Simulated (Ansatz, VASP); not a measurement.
**AlN in VASP and in Ansatz**

INCAR

```
PREC = Accurate ; ENCUT = 520
EDIFF = 1E-7 ; ISMEAR = -1
SIGMA = 0.02 ; LREAL = False
LASPH = True ; NELM = 60
ALGO = Normal ; ISIF = 2
LWAVE = False ; LCHARG = False
GGA = CA ; NBANDS = 26
```

Contents of KPOINTS:

```
regular mesh
0
Gamma
  10 6 1
```

POSCAR

```
AlN
1.0
    3.0886844108      0.0000000000      0.0000000000
    0.0000000000      4.9432878602      0.0000000000
    0.0000000000      0.0000000000     19.5665000000
Al N
4 4
Direct
    0.0000000000      0.0805355673      0.4245577464
    0.5000000000      0.5555168516      0.4467946938
    0.5000000000      0.0555166400      0.5532053273
    0.0000000000      0.5805351924      0.5754422576
    0.0000000000      0.4325109844      0.4116336714
    0.5000000000      0.9314371914      0.4541316437
    0.5000000000      0.4314368852      0.5458683222
    0.0000000000      0.9325106876      0.5883663377
```

Input for Ansatz:

```yaml
crystal:
  lattice:
    - [3.0886844108, 0.0, 0.0]
    - [0.0, 4.9432878602, 0.0]
    - [0.0, 0.0, 19.5665]
  atoms:
    - { symbol: Al, position: [0.0, 0.0805355673, 0.4245577464] }
    - { symbol: "N", position: [0.0, 0.4325109844, 0.4116336714] }
    - { symbol: Al, position: [0.5, 0.5555168516, 0.4467946938] }
    - { symbol: "N", position: [0.5, 0.9314371914, 0.4541316437] }
    - { symbol: Al, position: [0.5, 0.05551664, 0.5532053273] }
    - { symbol: "N", position: [0.5, 0.4314368852, 0.5458683222] }
    - { symbol: Al, position: [0.0, 0.5805351924, 0.5754422576] }
    - { symbol: "N", position: [0.0, 0.9325106876, 0.5883663377] }
kpoints:
  mp_grid: { grid: [10, 6, 1] }
scf:
  occupations: { method: fermi_dirac, width: 0.02 }
hamiltonian:
  xc: lda
  pseudopotentials: { kind: paw }
output:
  forces: true
  stress: true
  eigenvalues: true
  core_levels:
    shells: { Al: ["2p"] }
    counted_from: conduction_bottom
    add_spin: false
```

Alike in both runs: task single point; functional LDA; k mesh 10 × 6 × 1; occupations fermi-dirac, width 0.02 eV; no spin polarisation.

|  | VASP | Ansatz |
| --- | --- | --- |
| version | VASP 6.6.1 | Ansatz 0.2.0 |
| potentials or method | VASP PAW LDA potentials, release 64 (Al, N) | PAW with Ansatz's default frozen-core files, scalar-relativistic |
| plane-wave cutoff (eV) | 520 | 420 |
| valence electrons in the cell | 32 | 32 |

```csv
,VASP,Ansatz,Ansatz less VASP
gap on the k mesh at the Fermi level (eV),2.60,2.61,+0.010
rms of the force components (eV/Å),0.029,0.001,-0.0274
```

LDA's correlation is that of Perdew and Zunger in VASP and of Perdew and Wang (1992) in Ansatz. Ansatz's warnings: structure snapped to symmetry.
